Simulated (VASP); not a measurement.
# Gd (P6_3/mmc) in VASP: settings compared

Gd is run at these levels: BLYP, revPBE; tasks: single point.

Program: VASP 6.6.1. These are calculated values, not measurements. Logs are shortened: lines on timing, memory, paths and dates and some standing lists are left out, and cuts for length are marked.

### 1 The cell of the first run

Symmetry: P6_3/mmc, No. 194, hexagonal system. Conventional cell: a = 3.694 Å, b = 3.694 Å, c = 5.895 Å, α = 90.00°, β = 90.00°, γ = 120.00°. Within 4.8 Å of Gd (site symmetry -6m2) lie 12 Gd at 3.64 to 3.69 Å.

### 2 Single point, BLYP, collinear spin, ferromagnetic start

File INCAR:

```
  PREC = Accurate
  ENCUT = 520
  EDIFF = 1E-7
  ISMEAR = -1
  SIGMA = 0.05
  LREAL = F
  LASPH = T
  NELM = 150
  ALGO = Normal
  ISIF = 2
  LWAVE = F
  LCHARG = F
  ISPIN = 2
  MAGMOM = 7 7
  LORBIT = 11
  LMAXMIX = 6
  GGA = B5
  ALDAX = 1.0
  AGGAX = 1.0
  AGGAC = 1.0
  ALDAC = 0.0
  NBANDS = 29
```

File KPOINTS:

```
regular mesh
0
Gamma
  8 8 5
```

File POSCAR:

```
Gd
1.0
    3.6937290470      0.0000000000      0.0000000000
   -1.8468645235      3.1988631894      0.0000000000
    0.0000000000      0.0000000000      5.8946404986
Gd
2
Direct
    0.6666666667      0.3333333333      0.7500000000
    0.3333333333      0.6666666667      0.2500000000
```

Potentials or basis: VASP PAW PBE potentials, release 64 (Gd).

On the command line:

```console
$ cat potpaw_PBE.64/Gd/POTCAR > POTCAR
$ mpirun -np 1 vasp_std > vasp.out
```

OUTCAR:

```text
PREC = Accurate
   ENCUT = 520
   EDIFF = 1E-7
   ISMEAR = -1
   LREAL = F
   LASPH = T
   NELM = 150
   ISIF = 2
   ISPIN = 2
   LORBIT = 11
   GGA = B5

 ion  position               nearest neighbor table
   1  0.667  0.333  0.750-
   2  0.333  0.667  0.250-

  LATTYP: Found a hexagonal cell.
 ALAT       =     3.6937290470
 C/A-ratio  =     1.5958508119

  Lattice vectors:

 A1 = (   3.6937290470,   0.0000000000,   0.0000000000)
 A2 = (  -1.8468645235,   3.1988631894,   0.0000000000)
 A3 = (   0.0000000000,   0.0000000000,   5.8946404986)

Analysis of symmetry for initial positions (statically):
=====================================================================
 Subroutine PRICEL returns:
 Original cell was already a primitive cell.

 Routine SETGRP: Setting up the symmetry group for a
 hexagonal supercell.

 Subroutine GETGRP returns: Found 24 space group operations
 (whereof 12 operations were pure point group operations)
 out of a pool of 24 trial point group operations.

The static configuration has the point symmetry D_3d.
 The point group associated with its full space group is D_6h.

Analysis of symmetry for dynamics (positions and initial velocities):
=====================================================================
 Subroutine PRICEL returns:
 Original cell was already a primitive cell.

 Routine SETGRP: Setting up the symmetry group for a
 hexagonal supercell.

 Subroutine GETGRP returns: Found 24 space group operations
 (whereof 12 operations were pure point group operations)
 out of a pool of 24 trial point group operations.

The dynamic configuration has the point symmetry D_3d.
 The point group associated with its full space group is D_6h.

Analysis of structural, dynamic, and magnetic symmetry:
=====================================================================
 Subroutine PRICEL returns:
 Original cell was already a primitive cell.

 Routine SETGRP: Setting up the symmetry group for a
 hexagonal supercell.

 Subroutine GETGRP returns: Found 24 space group operations
 (whereof 12 operations were pure point group operations)
 out of a pool of 24 trial point group operations.

The overall configuration has the point symmetry D_3d.
 The point group associated with its full space group is D_6h.

 Subroutine INISYM returns: Found 24 space group operations
 (whereof 12 operations are pure point group operations),
 and found     1 'primitive' translations

----------------------------------------------------------------------------------------

                                     Primitive cell

  volume of cell :      69.6495

  direct lattice vectors                    reciprocal lattice vectors
     3.693729047  0.000000000  0.000000000     0.270729116  0.156305528  0.000000000
    -1.846864524  3.198863189  0.000000000     0.000000000  0.312611056  0.000000000
     0.000000000  0.000000000  5.894640499     0.000000000  0.000000000  0.169645630

  length of vectors
     3.693729047  3.693729047  5.894640499     0.312611056  0.312611056  0.169645630

  position of ions in fractional coordinates (direct lattice)
     0.666666667  0.333333333  0.750000000
     0.333333333  0.666666667  0.250000000

  ion indices of the primitive-cell ions
   primitive index   ion index
                 1           1
                 2           2

----------------------------------------------------------------------------------------

 KPOINTS: regular mesh

Automatic generation of k-mesh.
 Grid dimensions read from file:
 generate k-points for:    8    8    5

 Generating k-lattice:

  Cartesian coordinates                     Fractional coordinates (reciprocal lattice)
     0.033841140  0.019538191  0.000000000     0.125000000 -0.000000000  0.000000000
     0.000000000  0.039076382  0.000000000     0.000000000  0.125000000  0.000000000
     0.000000000  0.000000000  0.033929126     0.000000000  0.000000000  0.200000000

  Length of vectors
     0.039076382  0.039076382  0.033929126

  Shift w.r.t. Gamma in fractional coordinates (k-lattice)
     0.000000000  0.000000000  0.000000000

 Subroutine IBZKPT returns following result:
 ===========================================

 Found     30 irreducible k-points:

 Following reciprocal coordinates:
            Coordinates               Weight
  0.000000  0.000000  0.000000      1.000000
  0.125000 -0.000000  0.000000      6.000000
  0.250000 -0.000000  0.000000      6.000000
  0.375000  0.000000  0.000000      6.000000
  0.500000 -0.000000  0.000000      3.000000
  0.125000  0.125000  0.000000      6.000000
[... 16 lines left out ...]
  0.250000 -0.000000  0.400000     12.000000
  0.375000  0.000000  0.400000     12.000000
 [... further k-points ...]
   k-points           NKPTS =     30   k-points in BZ     NKDIM =     30   number of bands    NBANDS=     29
   number of dos      NEDOS =    301   number of ions     NIONS =      2
   total plane-waves  NPLWV =  37632
   dimension x,y,z NGX =    28 NGY =   28 NGZ =   48
   dimension x,y,z NGXF=    56 NGYF=   56 NGZF=   96
   ions per type =               2
   NGX,Y,Z   is equivalent  to a cutoff of  12.60, 12.60, 13.54 a.u.
   NGXF,Y,Z  is equivalent  to a cutoff of  25.20, 25.20, 27.07 a.u.
 SYSTEM =  unknown system
   PREC   = accura    normal or accurate (medium, high low for compatibility)
   ISTART =      0    job   : 0-new  1-cont  2-samecut
   ICHARG =      2    charge: 1-file 2-atom 10-const
   ISPIN  =      2    spin polarized calculation?
   LNONCOLLINEAR =      F non collinear calculations
   LSORBIT =      F    spin-orbit coupling
   LASPH  =      T    aspherical Exc in radial PAW
   ENCUT  =  520.0 eV  38.22 Ry    6.18 a.u.   6.87  6.87 10.96*2*pi/ulx,y,z
   NELM   =    150;   NELMIN=  2; NELMDL= -5     # of ELM steps
   EDIFF  = 0.1E-06   stopping-criterion for ELM
   LREAL  =      F    real-space projection
   EDIFFG = 0.1E-05   stopping-criterion for IOM
   NSW    =      0    number of steps for IOM
   IBRION =     -1    ionic relax: 0-MD 1-quasi-New 2-CG
   NFREE  =      0    steps in history (QN), initial steepest desc. (CG)
   ISIF   =      2    stress and relaxation
   ISYM   =      2    0-nonsym 1-usesym 2-fastsym
   POTIM  = 0.5000    time-step for ionic-motion
   TEBEG  =    0.0;   TEEND  =   0.0 temperature during run
   PSTRESS=    0.0 pullay stress
   NELECT =      36.0000    total number of electrons
   NUPDOWN=      -1.0000    fix difference up-down
   EMIN   =  10.00;   EMAX   =-10.00  energy-range for DOS
   EFERMI =   0.00;   METHOD = LEGACY
   ISMEAR =    -1;   SIGMA  =   0.05  broadening in eV -4-tet -1-fermi 0-gaus
   EFERMI_NEDOS =   21; number of points for ismear=-14 and -15
   IALGO  =     38    algorithm
   IMIX   =      4    mixing-type and parameters
     AMIX     =   0.40;   BMIX     =  1.00
     AMIX_MAG =   1.60;   BMIX_MAG =  1.00
  volume/ion in A,a.u.               =      34.82       235.01
  Fermi-wavevector in a.u.,A,eV,Ry     =   1.313821  2.482762 23.485378  1.726127
  Thomas-Fermi vector in A             =   2.444117
   LORBIT       =     11    0 simple, 1 ext, 2 COOP (PROOUT), +10 PAW based schemes
   GGA     = B5    functional components
   LHFCALC =     F    Hartree Fock is set to
   AEXX    =    0.0000 exact exchange contribution
   IVDW    =     0    specifies the selected vdW correction
   LEPSILON=     F    determine dielectric tensor
   LRPA    =     F    only Hartree local field effects (RPA)
 spin polarized calculation
  energy-cutoff  :      520.00
  volume of cell :       69.65
 maximum number of plane-waves:      1890
 NGX is ok and might be reduce to    28
   NGX = 13   NGY = 13   NGZ = 21

 number of electron      35.9999998 magnetization      14.9278649

 Free energy of the ion-electron system (eV)
  ---------------------------------------------------
  ext. energy  EPLUGINS =         0.00000000
  ---------------------------------------------------
  free energy    TOTEN  =       -21.07557718 eV

  energy without entropy =      -21.03214530  energy(sigma->0) =      -21.05386124

 E-fermi :   3.2011     XC(G=0):  -9.2485

 val. band max:        3.1943574729   @ k =   0.2500   0.1250   0.4000
 cond. band min:       3.2159480189   @ k =   0.3750   0.2500   0.4000
 fundamental gap:      0.0215905460
 Fermi energy:         3.2011251065

 spin component 1

 k-point     1 :       0.0000    0.0000    0.0000
  band No.  band energies     occupation
      1     -41.8683      1.00000
      2     -41.8123      1.00000
      3     -19.7250      1.00000
      4     -19.2085      1.00000
      5     -19.2085      1.00000
      6     -19.1184      1.00000
[... 21 lines left out ...]
     28       4.6606      0.00000
     29       5.0971      0.00000

 k-point     2 :       0.1250   -0.0000    0.0000
  band No.  band energies     occupation
      1     -41.8619      1.00000
      2     -41.8097      1.00000
      3     -19.6961      1.00000
      4     -19.2713      1.00000
      5     -19.2290      1.00000
      6     -19.1837      1.00000
[... 21 lines left out ...]
     28       4.8684      0.00000
     29       5.1254      0.00000

 k-point     3 :       0.2500   -0.0000    0.0000
  band No.  band energies     occupation
      1     -41.8459      1.00000
      2     -41.8042      1.00000
      3     -19.6182      1.00000
      4     -19.4226      1.00000
      5     -19.3344      1.00000
      6     -19.2759      1.00000
[... 21 lines left out ...]
     28       4.8194      0.00000
     29       4.8448      0.00000

 k-point     4 :       0.3750    0.0000    0.0000
  band No.  band energies     occupation
      1     -41.8280      1.00000
      2     -41.8006      1.00000
      3     -19.5731      1.00000
      4     -19.5185      1.00000
      5     -19.4764      1.00000
      6     -19.3204      1.00000
[... 597 lines left out ...]
     28       4.5191      0.00000
     29       4.6363      0.00000

 k-point    23 :       0.2500   -0.0000    0.4000
  band No.  band energies     occupation
      1     -41.8316      1.00000
      2     -41.8187      1.00000
      3     -19.5510      1.00000
      4     -19.4669      1.00000
      5     -19.2989      1.00000
      6     -19.2333      1.00000
[... 21 lines left out ...]
     28       4.3401      0.00000
     29       5.1224      0.00000

 k-point    24 :       0.3750    0.0000    0.4000
  band No.  band energies     occupation
      1     -41.8185      1.00000
      2     -41.8101      1.00000
      3     -19.6406      1.00000
      4     -19.5972      1.00000
      5     -19.3084      1.00000
      6     -19.2715      1.00000
[... 21 lines left out ...]
     28       4.5240      0.00000
     29       5.2355      0.00000

 [... further k-points ...]

 spin component 2

 k-point     1 :       0.0000    0.0000    0.0000
  band No.  band energies     occupation
      1     -38.8525      1.00000
      2     -38.7816      1.00000
      3     -17.6370      1.00000
      4     -16.9980      1.00000
      5     -16.9980      1.00000
      6     -16.8905      1.00000
[... 21 lines left out ...]
     28       5.6496      0.00000
     29       6.0911      0.00000

 k-point     2 :       0.1250   -0.0000    0.0000
  band No.  band energies     occupation
      1     -38.8445      1.00000
      2     -38.7784      1.00000
      3     -17.6015      1.00000
      4     -17.0763      1.00000
      5     -17.0235      1.00000
      6     -16.9717      1.00000
[... 21 lines left out ...]
     28       5.8227      0.00000
     29       6.1627      0.00000

 k-point     3 :       0.2500   -0.0000    0.0000
  band No.  band energies     occupation
      1     -38.8242      1.00000
      2     -38.7714      1.00000
      3     -17.5056      1.00000
      4     -17.2644      1.00000
      5     -17.1568      1.00000
      6     -17.0814      1.00000
[... 21 lines left out ...]
     28       5.7654      0.00000
     29       5.8082      0.00000

 k-point     4 :       0.3750    0.0000    0.0000
  band No.  band energies     occupation
      1     -38.8014      1.00000
      2     -38.7668      1.00000
      3     -17.4506      1.00000
      4     -17.3827      1.00000
      5     -17.3291      1.00000
      6     -17.1360      1.00000
[... 597 lines left out ...]
     28       5.4657      0.00000
     29       5.5526      0.00000

 k-point    23 :       0.2500   -0.0000    0.4000
  band No.  band energies     occupation
      1     -38.8060      1.00000
      2     -38.7897      1.00000
      3     -17.4238      1.00000
      4     -17.3213      1.00000
      5     -17.1129      1.00000
      6     -17.0296      1.00000
[... 21 lines left out ...]
     28       5.3032      0.00000
     29       6.0774      0.00000

 k-point    24 :       0.3750    0.0000    0.4000
  band No.  band energies     occupation
      1     -38.7894      1.00000
      2     -38.7787      1.00000
      3     -17.5314      1.00000
      4     -17.4785      1.00000
      5     -17.1252      1.00000
      6     -17.0763      1.00000
[... 21 lines left out ...]
     28       5.4765      0.00000
     29       6.1859      0.00000

 [... further k-points ...]
[... 5 lines left out ...]
  --------------------------------------------------------------------------------------
  -------------------------------------------------------------------------------------
  Total        0.0243777      0.0243777      0.0183730      0.0000000     -0.0000000      0.0000000
  in kB        0.5607711      0.5607711      0.4226418      0.0000000     -0.0000000      0.0000000
  external PRESSURE =       0.5147280 kB  Pullay stress =       0.0000000 kB

 VOLUME and BASIS-vectors are now :
 -----------------------------------------------------------------------------
  energy-cutoff  :      520.00
  volume of cell :       69.65
      direct lattice vectors                 reciprocal lattice vectors
     3.693729047  0.000000000  0.000000000     0.270729116  0.156305528  0.000000000
    -1.846864524  3.198863189  0.000000000     0.000000000  0.312611056  0.000000000
     0.000000000  0.000000000  5.894640499     0.000000000  0.000000000  0.169645630

 POSITION                                       TOTAL-FORCE (eV/Angst)
 -----------------------------------------------------------------------------------
      1.84686      1.06629      4.42098         0.000000      0.000000      0.000000
     -0.00000      2.13258      1.47366        -0.000000      0.000000      0.000000
 -----------------------------------------------------------------------------------
    total drift:                               -0.000000      0.000000     -0.000000

  FREE ENERGIE OF THE ION-ELECTRON SYSTEM (eV)
  ---------------------------------------------------
  free  energy   TOTEN  =       -21.0755771776 eV

  energy  without entropy=      -21.0321453016  energy(sigma->0) =      -21.05386124

 total charge

# of ion       s       p       d       f       tot
--------------------------------------------------
    1        2.073   5.551   0.564   7.020  15.207
    2        2.073   5.551   0.564   7.020  15.207
--------------------------------------------------
tot          4.145  11.101   1.127  14.041  30.414

 magnetization (x)

# of ion       s       p       d       f       tot
--------------------------------------------------
    1        0.003  -0.051   0.191   6.778   6.921
    2        0.003  -0.051   0.191   6.778   6.921
--------------------------------------------------
tot          0.007  -0.102   0.382  13.556  13.842
```

Wall time 15 min (1 thread of Oxide Virtual Turin-like, shared host); peak memory 0.25 GiB.

Results:

| Property | Result |
| --- | --- |
| Free energy | -21.0756 eV |
| Pressure | 0.1 GPa |
| Net moment | 14.93 μB per cell |
| Site moments | Gd +6.92 μB |
| Valence electrons inside the program's atomic spheres | Gd 15.21 |

Caveat: the PAW data sets were made with another functional, which shifts forces and pressure a little; spin-orbit coupling is left out, which moves the levels of the heavy elements; semilocal functionals describe open f shells poorly, which spoils levels, moments and volumes. The state reached can hang on the start; a lower one may exist.

### 3 Single point, revPBE, collinear spin, ferromagnetic start

This run uses another cell than the first one, of 34.95 Å³/atom.

File INCAR:

```
SYSTEM = Gd
ALGO = Normal
EDIFF = 1E-6
ENCUT = 520
GGA = RE
ISIF = 2
ISMEAR = -1
ISPIN = 2
LASPH = .TRUE.
LCHARG = .TRUE.
LELF = .TRUE.
LMAXMIX = 6
LORBIT = 11
LREAL = .FALSE.
LVHAR = .TRUE.
LWAVE = .FALSE.
MAGMOM = 7 7
NBANDS = 29
NELM = 150
PREC = Accurate
SIGMA = 0.05
```

File KPOINTS:

```
k-points
0
G
  8 8 5
  0 0 0
```

File POSCAR:

```
Gd
1.0
    3.6932592492      0.0000000000      0.0000000000
   -1.8466296246      3.1984563326      0.0000000000
    0.0000000000      0.0000000000      5.9172237692
Gd
2
Direct
    0.6666666667      0.3333333333      0.7500000000
    0.3333333333      0.6666666667      0.2500000000
```

Potentials or basis: VASP PAW PBE potentials, release 64 (Gd).

On the command line:

```console
$ cat potpaw_PBE.64/Gd/POTCAR > POTCAR
$ mpirun -np 1 vasp_std > vasp.out
```

Run time: 11 min. Hardware: 1 thread of Oxide Virtual Turin-like, shared host; peak memory 0.25 GiB.

It converged, with:

```
Free energy                                           : -23.0075 eV
Pressure                                              : -0.1 GPa
Net moment                                            : 15.32 μB per cell
Site moments                                          : Gd +6.99 μB
Valence electrons inside the program's atomic spheres : Gd 15.18
```

Stress tensor (GPa, compression positive):
```
-0.10  0.00  0.00
 0.00 -0.10  0.00
 0.00  0.00 -0.02
```

Levels at points of the mesh, in eV from the Fermi level:
Spin up:
| k point | band 24 | band 25 | band 26 | band 27 | band 28 | band 29 |
| --- | --- | --- | --- | --- | --- | --- |
| (0.00, 0.00, 0.00) | -2.45 | 0.74 | 1.29 | 1.29 | 1.38 | 1.86 |
| (0.50, 0.00, 0.00) | -1.64 | -1.23 | -0.25 | 0.94 | 1.08 | 1.64 |
Spin down:
| k point | band 7 | band 8 | band 9 | band 10 | band 11 | band 12 | band 13 | band 14 |
| --- | --- | --- | --- | --- | --- | --- | --- | --- |
| (0.00, 0.00, 0.00) | -20.13 | -20.13 | -4.08 | -1.33 | 0.30 | 0.33 | 0.36 | 0.41 |
| (0.50, 0.00, 0.00) | -20.31 | -20.21 | -1.00 | -0.81 | -0.52 | 0.33 | 0.38 | 0.43 |

Caveat: the PAW data sets were made with another functional, which shifts forces and pressure a little; spin-orbit coupling is left out, which moves the levels of the heavy elements; semilocal functionals describe open f shells poorly, which spoils levels, moments and volumes.
